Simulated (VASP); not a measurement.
Input of a VASP 6.6.1 run:

The input INCAR:

```
SYSTEM = AlV2N3
PREC = Accurate
ENCUT = 520
EDIFF = 1E-6
ISMEAR = 0
SIGMA = 0.1
LREAL = .False.
LASPH = .True.
NELM = 100
ALGO = Normal
ISIF = 2
LWAVE = .False.
LCHARG = .False.
GGA = PE
NBANDS = 56
```

KPOINTS

```
Automatic mesh
0
Gamma
  12 12 4
  0 0 0
```

POSCAR

```
AlV2N3
1.0
    3.3206781019      0.0000000000      0.0000000000
   -1.6603390510      2.8757915940      0.0000000000
    0.0000000000      0.0000000000     12.7944682969
Al V N
2 4 6
Direct
    0.3333333333      0.6666666667      0.2500000000
    0.6666666667      0.3333333333      0.7500000000
    0.3333333333      0.6666666667      0.9286798785
    0.3333333333      0.6666666667      0.5713201215
    0.6666666667      0.3333333333      0.0713201215
    0.6666666667      0.3333333333      0.4286798785
    0.3333333333      0.6666666667      0.0870889360
    0.3333333333      0.6666666667      0.4129110640
    0.3333333333      0.6666666667      0.7500000000
    0.6666666667      0.3333333333      0.2500000000
    0.6666666667      0.3333333333      0.5870889360
    0.6666666667      0.3333333333      0.9129110640
```

Potentials or basis: VASP PAW PBE potentials, release 64 (Al, V_sv, N).

Launch:

```bash
$ cat potpaw_PBE.64/Al/POTCAR potpaw_PBE.64/V_sv/POTCAR potpaw_PBE.64/N/POTCAR > POTCAR
$ mpirun -np 1 vasp_std > vasp.out
```

(1) Predict the band gap on the k mesh.

(2) Estimate the pressure.

(3) Predict the largest force.

Results:

(1) zero (band 44 reaches 9.85 eV, above the bottom of band 45 at 8.91 eV).

(2) 0.4 GPa.

(3) 0.043 eV/Å.

Caveat: the run has no spin polarisation, though such a crystal can be magnetic.
